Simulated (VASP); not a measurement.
Set up this calculation in VASP 6.6.1, as the native input.

```
Task                   : single point
Functional             : PBE
Dispersion             : D3(BJ)
Potentials or basis    : VASP PAW PBE potentials, release 64 (Zn, Se)
Cutoff                 : 520 eV
k mesh                 : 8 × 8 × 8
Occupations            : gaussian, width 0.05 eV
Spin                   : no spin polarisation
Dipole correction      : no
Further INCAR settings : ALGO = Normal; EDIFF = 1e-06; NBANDS = 16
```

The structure of ZnSe lies in POSCAR:

```
ZnSe
1.0
    0.0000000000      2.8337995388      2.8337995388
    2.8337995388      0.0000000000      2.8337995388
    2.8337995388      2.8337995388      0.0000000000
Zn Se
1 1
Direct
    0.0000000000      0.0000000000      0.0000000000
    0.7500000000      0.7500000000      0.7500000000
```

The input as run:

INCAR

```
  PREC = Accurate
  ENCUT = 520
  EDIFF = 1E-6
  ISMEAR = 0
  SIGMA = 0.05
  LREAL = False
  LASPH = True
  NELM = 100
  ALGO = Normal
  ISIF = 2
  LWAVE = False
  LCHARG = True
  GGA = PE
  IVDW = 12
  LELF = True
  LVHAR = True
  NBANDS = 16
```

KPOINTS

```
Automatic mesh
0
Gamma
  8 8 8
```

Potentials or basis: VASP PAW PBE potentials, release 64 (Zn, Se).

Launch:

```bash
$ cat potpaw_PBE.64/Zn/POTCAR potpaw_PBE.64/Se/POTCAR > POTCAR
$ mpirun -np 1 vasp_std > vasp.out
```

It gave:

```yaml
Pressure: -0.2 GPa
Band_gap_on_the_k_mesh: 1.29 eV, direct
Dispersion_energy_per_atom: -0.322 eV
```

It took 20 s on 1 thread of Intel(R) Xeon(R) Platinum 8488C (Sapphire Rapids) (shared host), peak memory 0.18 GiB.
